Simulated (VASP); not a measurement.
# B4Pb5O11 in VASP: further runs, part 2 of 2

VASP 6.6.1.

**4. Single point, PBE**

File INCAR:

```
ALGO = Normal
EDIFF = 1E-6
ENCUT = 520
GGA = PE
ISIF = 2
ISMEAR = -1
ISYM = 0
LASPH = T
LCHARG = T
LELF = T
LREAL = Auto
LVHAR = T
LWAVE = F
NBANDS = 90
NELM = 80
PREC = Accurate
SIGMA = 0.293
```

File KPOINTS:

```
k-points
0
Gamma
  1 1 1
```

File POSCAR:

```
B4Pb5O11
1.0
    6.9609960000     -0.1702740000     -0.2994950000
   -0.1702740000      6.7969110000     -0.0464410000
   -0.2994950000     -0.0464410000      6.9712270000
Pb O B
5 11 4
Direct
    0.6993562599      0.3203566608      0.2317892369
    0.4652674518      0.7091367838      0.4068959879
    0.2685093360      0.1121664635      0.0550873363
    0.8983067275      0.5319375937      0.8262354801
    0.9243579079      0.8962728194      0.4664944030
    0.3964052253      0.3851195400      0.3103235226
    0.0885843209      0.4549696074      0.0702035387
    0.6967357595      0.2532840213      0.8488827920
    0.8712205589      0.9323270839     -0.1242866710
    0.6264963445      0.9806326359      0.6518316048
    0.1159326001      0.5148257739      0.4726353421
    0.1884500036      0.1790395363      0.5308166853
    0.1136125435      0.7716868688      0.2031761838
    0.8174728222      0.6029259174      0.2002418664
    0.5395778720      0.9566010313      0.9769382611
    0.7842407092      0.2920091376      0.5463559525
   -0.0175382959      0.6073538041      0.1507518671
    0.6939549457      0.1687219517      0.6807046525
    0.6642925529      0.9408934221     -0.1490471721
    0.2298497067      0.3409554361      0.4227584540
```

Potentials or basis: VASP PAW PBE potentials, release 64 (Pb_d, O, B).

The run is started by

```
> cat potpaw_PBE.64/Pb_d/POTCAR potpaw_PBE.64/O/POTCAR potpaw_PBE.64/B/POTCAR > POTCAR
> mpirun -np 1 vasp_gam > vasp.out
```

OUTCAR:

```text
EDIFF = 1E-6
   ENCUT = 520
   GGA = PE
   ISIF = 2
   ISMEAR = -1
   ISYM = 0
   LASPH = T
   LREAL = Auto
   NELM = 80
   PREC = Accurate

 ion  position               nearest neighbor table
   1  0.699  0.320  0.232-  14 2.07  16 2.24   6 2.29   8 2.70  17 2.80   3 3.38   2 3.44   4 3.55
                             5 3.68
   2  0.465  0.709  0.407-   6 2.31  10 2.64  13 2.78  11 2.79  20 2.93   5 3.37   1 3.44   3 3.92
                             5 4.09
[... 282 lines left out ...]
  Total        7.8166964     12.0942729     18.5856720      0.7686810     -1.9684125      3.2897825
  in kB       38.0660586     58.8971703     90.5092430      3.7433535     -9.5858535     16.0207132
  external PRESSURE =      62.4908240 kB  Pullay stress =       0.0000000 kB

 VOLUME and BASIS-vectors are now :
 -----------------------------------------------------------------------------
  energy-cutoff  :      520.00
  volume of cell :      329.00
      direct lattice vectors                 reciprocal lattice vectors
     6.960996000 -0.170274000 -0.299495000     0.144014136  0.003650236  0.006211394
    -0.170274000  6.796911000 -0.046441000     0.003650236  0.147224875  0.001137604
    -0.299495000 -0.046441000  6.971227000     0.006211394  0.001137604  0.143721200

 POSITION                                       TOTAL-FORCE (eV/Angst)
 -----------------------------------------------------------------------------------
      4.74425      2.04759      1.39152        -0.055663     -4.121481     -0.105105
      2.99611      4.72182      2.66429        -2.448568      0.045280     -0.425719
      1.83349      0.71411      0.29840        -1.105393     -0.845539     -0.772695
      5.91508      3.42420      5.46613        -0.475517     -0.074563     -4.175475
      6.14213      5.91283      2.93357         1.912307      0.631572     -0.027044
      2.60086      2.53571      2.02673        -1.378669     -0.542246      0.748090
[... 12 lines left out ...]
      4.20907      6.24254      5.68954         3.706571      0.465987      1.166392
      1.41531      2.25867      2.86247        -1.565496      2.147783      2.791804
 -----------------------------------------------------------------------------------
    total drift:                               -0.009527      0.000107     -0.005091

  FREE ENERGIE OF THE ION-ELECTRON SYSTEM (eV)
  ---------------------------------------------------
  free  energy   TOTEN  =      -125.4533243589 eV

  energy  without entropy=     -124.8527238478  energy(sigma->0) =     -125.15302410
```

stdout:

```text
POSCAR found type information on POSCAR PbO B
 POSCAR found :  3 types and      20 ions
 scaLAPACK will be used
 LDA part: xc-table for (Slater+PW92), standard interpolation
 POSCAR, INCAR and KPOINTS ok, starting setup
 FFT: planning ... GRIDC
 FFT: planning ... GRID_SOFT
 FFT: planning ... GRID
 WAVECAR not read
 entering main loop
```

It took 2.2 min on 1 thread of Intel Xeon 8259CL, shared host; peak memory 0.37 GiB.

What came out:

- Free energy: -125.4533 eV
- Pressure: 6.2 GPa
- Largest force: 10.918 eV/Å

Forces in eV/Å, atoms in the order of the input:
```
Pb  -0.056 -4.121 -0.105
Pb  -2.449  0.045 -0.426
Pb  -1.105 -0.846 -0.773
Pb  -0.476 -0.075 -4.175
Pb   1.912  0.632 -0.027
O   -1.379 -0.542  0.748
O   -1.133 -0.522  0.047
O   -0.186  2.848  2.947
O   -0.425 -1.498  0.428
O   -2.408 -1.561 -1.921
O    2.555 -1.143 -0.049
O    0.809 -0.620 -1.859
O    0.513  1.460 -0.233
O   -7.200  2.011  1.479
O   -2.247 -1.850  1.898
O   -1.039 -1.746  0.211
B   10.809  1.050  1.128
B    1.363  3.864 -3.275
B    3.707  0.466  1.166
B   -1.565  2.148  2.792
```

Stress tensor (GPa, compression positive):
```
 3.81  0.37  1.60
 0.37  5.89 -0.96
 1.60 -0.96  9.05
```

Levels at points of the mesh, in eV from the Fermi level:
| k point | band 70 | band 71 | band 72 | band 73 | band 74 | band 75 | band 76 | band 77 | band 78 | band 79 |
| --- | --- | --- | --- | --- | --- | --- | --- | --- | --- | --- |
| (0.00, 0.00, 0.00) | -1.62 | -1.55 | -1.23 | -1.15 | -0.74 | 0.78 | 0.87 | 1.47 | 2.00 | 2.28 |

Caveat: the k points lie up to 0.93 Å⁻¹ apart; the atoms stand as in a frame of molecular dynamics; spin-orbit coupling is left out, which moves the levels of the heavy elements.

**5. Summary**

| task | cell | smearing | pressure (GPa) | largest force (eV/Å) |
| --- | --- | --- | --- | --- |
| molecular dynamics | as given, atomic positions A | fermi-dirac 0.1172 eV | - | - |
| single point | as given, atomic positions B | fermi-dirac 0.293 eV | 5.4 | 7.39 |
| single point | as given, atomic positions C | fermi-dirac 0.293 eV | 6.2 | 10.92 |

Alike in all rows: level PBE; potentials or basis VASP PAW PBE potentials, release 64 (Pb_d, O, B); no spin polarisation; k mesh 1 × 1 × 1; cutoff (eV) 520.

Caveats: all runs use coarse meshes; spin-orbit coupling is left out, which moves the levels of the heavy elements; the atoms stand as in a frame of molecular dynamics (at least some runs).

Total energies depend on the potentials used, so only differences within one code and one set of settings carry meaning.
